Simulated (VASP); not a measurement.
# Cu3Mo (Pm-3m) in VASP: relaxation of cell and atoms with PBE

Aim: the relaxation of cell and atoms of Cu3Mo with PBE.

Program: VASP 6.6.1. These are calculated values, not measurements. Logs are shortened: lines on timing, memory, paths and dates and some standing lists are left out, and cuts for length are marked.

### 1 The cell of the first run

The structure is cubic, space group Pm-3m (No. 221). Conventional cell: a = 3.758 Å, b = 3.758 Å, c = 3.758 Å, α = 90.00°, β = 90.00°, γ = 90.00°. Cu (site symmetry 4/mmm) has 8 Cu at 2.66 Å and 4 Mo at 2.66 Å within 3.5 Å. Within 3.5 Å of Mo (site symmetry m-3m) lie 12 Cu at 2.66 Å.

The cell was generated, and may not be a known phase.

### 2 Relaxation of cell and atoms, PBE, collinear spin

INCAR reads:

```
SYSTEM = Cu3Mo
ALGO = Fast
EDIFF = 1E-6
EDIFFG = -0.01
ENCUT = 600
GGA = PE
IBRION = 2
ISIF = 3
ISMEAR = 0
ISPIN = 2
KPAR = 4
LASPH = .True.
LCHARG = .False.
LMAXMIX = 4
LORBIT = 11
LREAL = .False.
LWAVE = .False.
MAGMOM = 0.19 0.19 0.19 1.01
NELM = 150
NSW = 100
PREC = Accurate
SIGMA = 0.1
```

KPOINTS reads:

```
k-points
0
Gamma
  12 12 12
  0 0 0
```

POSCAR reads:

```
Cu3Mo
1.0
    3.7581770892      0.0000000000      0.0000000000
    0.0000000000      3.7581770892      0.0000000000
    0.0000000000      0.0000000000      3.7581770892
Cu Mo
3 1
Direct
    0.0000000000      0.5000000000      0.5000000000
    0.5000000000      0.0000000000      0.5000000000
    0.5000000000      0.5000000000      0.0000000000
    0.0000000000      0.0000000000      0.0000000000
```

Potentials or basis: VASP PAW PBE potentials, release 64 (Cu, Mo_sv).

Run with:

```bash
$ cat potpaw_PBE.64/Cu/POTCAR potpaw_PBE.64/Mo_sv/POTCAR > POTCAR
$ mpirun -np 4 vasp_std > vasp.out
```

OUTCAR:

```text
SYSTEM = Cu3Mo
   EDIFF = 1E-6
   EDIFFG = -0.01
   ENCUT = 600
   GGA = PE
   IBRION = 2
   ISIF = 3
   ISMEAR = 0
   ISPIN = 2
   LASPH = .True.
   LORBIT = 11
   LREAL = .False.
   NELM = 150
   NSW = 100
   PREC = Accurate

 ion  position               nearest neighbor table
   1  0.000  0.500  0.500-   2 2.66   3 2.66   4 2.66   3 2.66   4 2.66   2 2.66   4 2.66   4 2.66
                             2 2.66   3 2.66   3 2.66   2 2.66
   2  0.500  0.000  0.500-   1 2.66   3 2.66   4 2.66   3 2.66   4 2.66   1 2.66   3 2.66   3 2.66
                             1 2.66   4 2.66   4 2.66   1 2.66
   3  0.500  0.500  0.000-   1 2.66   2 2.66   4 2.66   1 2.66   2 2.66   2 2.66   4 2.66   2 2.66
                             1 2.66   4 2.66   1 2.66   4 2.66
   4  0.000  0.000  0.000-   1 2.66   2 2.66   3 2.66   1 2.66   2 2.66   1 2.66   3 2.66   1 2.66
                             2 2.66   3 2.66   2 2.66   3 2.66

  LATTYP: Found a simple cubic cell.
 ALAT       =     3.7581770892

  Lattice vectors:

 A1 = (   3.7581770892,   0.0000000000,   0.0000000000)
 A2 = (   0.0000000000,   3.7581770892,   0.0000000000)
 A3 = (   0.0000000000,   0.0000000000,   3.7581770892)

Analysis of symmetry for initial positions (statically):
=====================================================================
 Subroutine PRICEL returns:
 Original cell was already a primitive cell.

 Routine SETGRP: Setting up the symmetry group for a
 simple cubic supercell.

 Subroutine GETGRP returns: Found 48 space group operations
 (whereof 48 operations were pure point group operations)
 out of a pool of 48 trial point group operations.

The static configuration has the point symmetry O_h .

Analysis of symmetry for dynamics (positions and initial velocities):
=====================================================================
 Subroutine PRICEL returns:
 Original cell was already a primitive cell.

 Routine SETGRP: Setting up the symmetry group for a
 simple cubic supercell.

 Subroutine GETGRP returns: Found 48 space group operations
 (whereof 48 operations were pure point group operations)
 out of a pool of 48 trial point group operations.

The dynamic configuration has the point symmetry O_h .

Analysis of structural, dynamic, and magnetic symmetry:
=====================================================================
 Subroutine PRICEL returns:
 Original cell was already a primitive cell.

 Routine SETGRP: Setting up the symmetry group for a
 simple cubic supercell.

 Subroutine GETGRP returns: Found 48 space group operations
 (whereof 48 operations were pure point group operations)
 out of a pool of 48 trial point group operations.

The overall configuration has the point symmetry O_h .

 Subroutine INISYM returns: Found 48 space group operations
 (whereof 48 operations are pure point group operations),
 and found     1 'primitive' translations

----------------------------------------------------------------------------------------

                                     Primitive cell

  volume of cell :      53.0801

  direct lattice vectors                    reciprocal lattice vectors
     3.758177089  0.000000000  0.000000000     0.266086450  0.000000000  0.000000000
     0.000000000  3.758177089  0.000000000     0.000000000  0.266086450  0.000000000
     0.000000000  0.000000000  3.758177089     0.000000000  0.000000000  0.266086450

  length of vectors
     3.758177089  3.758177089  3.758177089     0.266086450  0.266086450  0.266086450

  position of ions in fractional coordinates (direct lattice)
     0.000000000  0.500000000  0.500000000
     0.500000000  0.000000000  0.500000000
     0.500000000  0.500000000  0.000000000
     0.000000000  0.000000000  0.000000000

  ion indices of the primitive-cell ions
   primitive index   ion index
                 1           1
                 2           2
                 3           3
                 4           4

----------------------------------------------------------------------------------------

 KPOINTS: k-points

Automatic generation of k-mesh.
 Grid dimensions read from file:
 generate k-points for:   12   12   12

 Generating k-lattice:

  Cartesian coordinates                     Fractional coordinates (reciprocal lattice)
     0.022173871  0.000000000  0.000000000     0.083333333  0.000000000  0.000000000
     0.000000000  0.022173871  0.000000000     0.000000000  0.083333333  0.000000000
     0.000000000  0.000000000  0.022173871     0.000000000  0.000000000  0.083333333

  Length of vectors
     0.022173871  0.022173871  0.022173871

  Shift w.r.t. Gamma in fractional coordinates (k-lattice)
     0.000000000  0.000000000  0.000000000

 Subroutine IBZKPT returns following result:
 ===========================================

 Found     84 irreducible k-points:

 Following reciprocal coordinates:
            Coordinates               Weight
  0.000000  0.000000  0.000000      1.000000
  0.083333  0.000000  0.000000      6.000000
  0.166667  0.000000  0.000000      6.000000
  0.250000  0.000000  0.000000      6.000000
  0.333333  0.000000  0.000000      6.000000
  0.416667  0.000000  0.000000      6.000000
[... 16 lines left out ...]
  0.333333  0.333333  0.000000     12.000000
  0.416667  0.333333  0.000000     24.000000
 [... further k-points ...]
   k-points           NKPTS =     84   k-points in BZ     NKDIM =     84   number of bands    NBANDS=     29
   number of dos      NEDOS =    301   number of ions     NIONS =      4
   total plane-waves  NPLWV =  27000
   dimension x,y,z NGX =    30 NGY =   30 NGZ =   30
   dimension x,y,z NGXF=    60 NGYF=   60 NGZF=   60
   ions per type =               3   1
   NGX,Y,Z   is equivalent  to a cutoff of  13.27, 13.27, 13.27 a.u.
   NGXF,Y,Z  is equivalent  to a cutoff of  26.54, 26.54, 26.54 a.u.
 SYSTEM =  Cu3Mo
   PREC   = accura    normal or accurate (medium, high low for compatibility)
   ISTART =      0    job   : 0-new  1-cont  2-samecut
   ICHARG =      2    charge: 1-file 2-atom 10-const
   ISPIN  =      2    spin polarized calculation?
   LNONCOLLINEAR =      F non collinear calculations
   LSORBIT =      F    spin-orbit coupling
   LASPH  =      T    aspherical Exc in radial PAW
   ENCUT  =  600.0 eV  44.10 Ry    6.64 a.u.   7.51  7.51  7.51*2*pi/ulx,y,z
   NELM   =    150;   NELMIN=  2; NELMDL= -5     # of ELM steps
   EDIFF  = 0.1E-05   stopping-criterion for ELM
   LREAL  =      F    real-space projection
   EDIFFG = -.1E-01   stopping-criterion for IOM
   NSW    =    100    number of steps for IOM
   IBRION =      2    ionic relax: 0-MD 1-quasi-New 2-CG
   NFREE  =      1    steps in history (QN), initial steepest desc. (CG)
   ISIF   =      3    stress and relaxation
   ISYM   =      2    0-nonsym 1-usesym 2-fastsym
   POTIM  = 0.5000    time-step for ionic-motion
   TEBEG  =    0.0;   TEEND  =   0.0 temperature during run
   PSTRESS=    0.0 pullay stress
   NELECT =      47.0000    total number of electrons
   NUPDOWN=      -1.0000    fix difference up-down
   EMIN   =  10.00;   EMAX   =-10.00  energy-range for DOS
   EFERMI =   0.00;   METHOD = LEGACY
   ISMEAR =     0;   SIGMA  =   0.10  broadening in eV -4-tet -1-fermi 0-gaus
   EFERMI_NEDOS =   21; number of points for ismear=-14 and -15
   IALGO  =     68    algorithm
   IMIX   =      4    mixing-type and parameters
     AMIX     =   0.40;   BMIX     =  1.00
     AMIX_MAG =   1.60;   BMIX_MAG =  1.00
  volume/ion in A,a.u.               =      13.27        89.55
  Fermi-wavevector in a.u.,A,eV,Ry     =   1.572040  2.970725 33.624203  2.471309
  Thomas-Fermi vector in A             =   2.673534
   LORBIT       =     11    0 simple, 1 ext, 2 COOP (PROOUT), +10 PAW based schemes
   GGA     = PE    functional components
   LHFCALC =     F    Hartree Fock is set to
   AEXX    =    0.0000 exact exchange contribution
   IVDW    =     0    specifies the selected vdW correction
   LEPSILON=     F    determine dielectric tensor
   LRPA    =     F    only Hartree local field effects (RPA)
 conjugate gradient relaxation of ions
 spin polarized calculation
 RMM-DIIS sequential band-by-band and
 Gauss-broadening in eV      SIGMA  =   0.10
  energy-cutoff  :      600.00
  volume of cell :       53.08
 maximum number of plane-waves:      1800
   NGX = 15   NGY = 15   NGZ = 15

--------------------------------------- Ionic step        1  -------------------------------------------

 number of electron      47.0000049 magnetization       1.6061036

 Free energy of the ion-electron system (eV)
  ---------------------------------------------------
  ext. energy  EPLUGINS =         0.00000000
  ---------------------------------------------------
  free energy    TOTEN  =       -20.18219801 eV

  energy without entropy =      -20.15184049  energy(sigma->0) =      -20.16701925

------------------------ aborting loop because EDIFF is reached ----------------------------------------

  FORCE on cell =-STRESS in cart. coord.  units (eV):
  Direction    XX          YY          ZZ          XY          YZ          ZX
  --------------------------------------------------------------------------------------
  -------------------------------------------------------------------------------------
  Total        0.4173173      0.4173173      0.4173173      0.0000000      0.0000000     -0.0000000
  in kB       12.5963668     12.5963668     12.5963668      0.0000000      0.0000000     -0.0000000
  external PRESSURE =      12.5963668 kB  Pullay stress =       0.0000000 kB
[... 213 lines left out ...]
  energy  without entropy=      -20.1537621757  energy(sigma->0) =      -20.16875164

--------------------------------------- Ionic step        7  -------------------------------------------

 number of electron      47.0000032 magnetization       1.6318877

 Free energy of the ion-electron system (eV)
  ---------------------------------------------------
  ext. energy  EPLUGINS =         0.00000000
  ---------------------------------------------------
  free energy    TOTEN  =       -20.18395707 eV

  energy without entropy =      -20.15414105  energy(sigma->0) =      -20.16904906

 E-fermi :   8.2411     XC(G=0): -12.6703

 val. band max:        8.2352267164   @ k =   0.4167   0.1667   0.0000
 cond. band min:       8.2430881610   @ k =   0.3333   0.0833   0.0833
 fundamental gap:      0.0078614446
 Fermi energy:         8.2410980808

 spin component 1

 k-point     1 :       0.0000    0.0000    0.0000
  band No.  band energies     occupation
      1     -52.8646      1.00000
      2     -26.9624      1.00000
      3     -26.9624      1.00000
      4     -26.9624      1.00000
      5      -0.0872      1.00000
      6       3.2203      1.00000
[... 757 lines left out ...]
     28      12.4207      0.00000
     29      16.1836      0.00000

 [... further k-points ...]

 spin component 2

 k-point     1 :       0.0000    0.0000    0.0000
  band No.  band energies     occupation
      1     -52.2017      1.00000
      2     -26.2292      1.00000
      3     -26.2292      1.00000
      4     -26.2292      1.00000
      5       0.0699      1.00000
      6       3.4963      1.00000
[... 757 lines left out ...]
     28      12.7975      0.00000
     29      16.3635      0.00000

 [... further k-points ...]

------------------------ aborting loop because EDIFF is reached ----------------------------------------

  FORCE on cell =-STRESS in cart. coord.  units (eV):
  Direction    XX          YY          ZZ          XY          YZ          ZX
  --------------------------------------------------------------------------------------
  -------------------------------------------------------------------------------------
  Total        0.0150148      0.0150148      0.0150148     -0.0000000      0.0000000     -0.0000000
  in kB        0.4496859      0.4496859      0.4496859     -0.0000000      0.0000000     -0.0000000
  external PRESSURE =       0.4496859 kB  Pullay stress =       0.0000000 kB
[... 19 lines left out ...]
  FREE ENERGIE OF THE ION-ELECTRON SYSTEM (eV)
  ---------------------------------------------------
  free  energy   TOTEN  =       -20.1839570680 eV

  energy  without entropy=      -20.1541410497  energy(sigma->0) =      -20.16904906

 reached required accuracy - stopping structural energy minimisation

 total charge

# of ion       s       p       d       tot
------------------------------------------
    1        0.491   0.398   9.117  10.006
    2        0.491   0.398   9.117  10.006
    3        0.491   0.398   9.117  10.006
    4        2.303   6.149   3.800  12.251
--------------------------------------------------
tot          3.775   7.343  31.150  42.268

 magnetization (x)

# of ion       s       p       d       tot
------------------------------------------
    1       -0.003   0.022   0.130   0.149
    2       -0.003   0.022   0.130   0.149
    3       -0.003   0.022   0.130   0.149
    4        0.010   0.018   1.008   1.036
--------------------------------------------------
tot          0.000   0.085   1.397   1.482
```

It took 9.6 min on 4 MPI ranks of Oxide Virtual Turin-like, shared host; peak memory 0.34 GiB.

Results:

- Free energy: -20.1840 eV
- Relaxed volume: 13.37 Å³/atom
- Relaxed cell: a = 3.768 Å, b = 3.768 Å, c = 3.768 Å, α = 90.00°, β = 90.00°, γ = 90.00°
- Space group after relaxing (to 0.1 Å): Pm-3m (No. 221)
- Energy gained by relaxing: 0.4 meV/atom
- Ionic steps: 7
- Pressure after relaxing: 0.0 GPa
- Net moment: 1.63 μB per cell
- Site moments: Cu +0.15; Mo +1.04 μB
- Valence electrons inside the program's atomic spheres: Cu 10.01; Mo 12.25

The path:
```tsv
step	energy change (eV)	largest force (eV/Å)	pressure (GPa)	volume (Å³)
1	0.0000	0.0000	1.26	53.08
2	-0.0006	0.0000	-1.10	53.89
3	-0.0018	0.0000	0.13	53.53
4	-0.0017	0.0000	-0.23	53.57
5	-0.0018	0.0000	-0.30	53.54
6	-0.0015	0.0000	0.55	53.36
7	-0.0018	0.0000	0.04	53.50
```

Final structure:
```
Cu Mo
1.0
     3.76797    0.00000    0.00000
     0.00000    3.76797    0.00000
     0.00000    0.00000    3.76797
Cu Mo
3 1
Direct
  0.00000 0.50000 0.50000
  0.50000 0.00000 0.50000
  0.50000 0.50000 0.00000
  0.00000 0.00000 0.00000
```
